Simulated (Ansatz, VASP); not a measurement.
Two plane-wave programs on LiF

Contents of INCAR:

```
PREC = Accurate
ENCUT = 520
EDIFF = 1E-6
ISMEAR = 0
SIGMA = 0.05
LREAL = F
LASPH = T
NELM = 60
ALGO = Normal
ISIF = 2
LWAVE = F
LCHARG = F
GGA = PE
NBANDS = 18
```

Contents of KPOINTS:

```
regular mesh
0
Gamma
  9 9 6
```

Contents of POSCAR:

```
LiF
1.0
    3.0619407579      0.0000000000      0.0000000000
   -1.5309703789      2.6517184812      0.0000000000
    0.0000000000      0.0000000000      5.1088481545
Li F
2 2
Direct
    0.3333333333      0.6666666667      0.4116718394
    0.6666666667      0.3333333333      0.9116718394
    0.3333333333      0.6666666667      0.9939266766
    0.6666666667      0.3333333333      0.4939266766
```

Input for Ansatz:

```yaml
crystal:
  lattice:
    - [3.0619407579, 0.0, 0.0]
    - [-1.5309703789, 2.6517184812, 0.0]
    - [0.0, 0.0, 5.1088481545]
  atoms:
    - { symbol: Li, position: [0.3333333333, 0.6666666667, 0.4116718394] }
    - { symbol: Li, position: [0.6666666667, 0.3333333333, 0.9116718394] }
    - { symbol: F, position: [0.3333333333, 0.6666666667, 0.9939266766] }
    - { symbol: F, position: [0.6666666667, 0.3333333333, 0.4939266766] }
basis:
  ecutwfc: 520.0
kpoints:
  mp_grid: { grid: [9, 9, 6] }
hamiltonian:
  xc: pbe
scf:
  occupations: { method: gaussian, width: 0.05 }
output:
  forces: true
  stress: true
  eigenvalues: true
  write_density: true
  write_potential: true
  elf: true
  volumetric_format: npy
```

Alike in both runs: task single point; functional PBE; k mesh 9 × 9 × 6; occupations gaussian, width 0.05 eV; no spin polarisation.

```csv
,VASP,Ansatz
version,VASP 6.6.1,Ansatz 0.2.0
potentials or method,"VASP PAW PBE potentials, release 64 (Li_sv, F), cutoff 520 eV","scalar-relativistic, plane waves, PAW"
valence electrons in the cell,20,20
```

```tsv
	VASP	Ansatz	Ansatz less VASP
gap on the k mesh at the Fermi level (eV)	7.50	7.52	+0.013
least direct gap on the mesh (eV)	7.50	7.52	+0.013
rms of the force components (eV/Å)	0.190	0.181	-0.0094
```

Atom by atom the forces differ by 0.009 eV/Å (rms over components). With one functional, cell and mesh, what is left measures potentials, basis and numerics.

Noted on VASP's run: the cutoff is short for stress, so the pressure is rough.
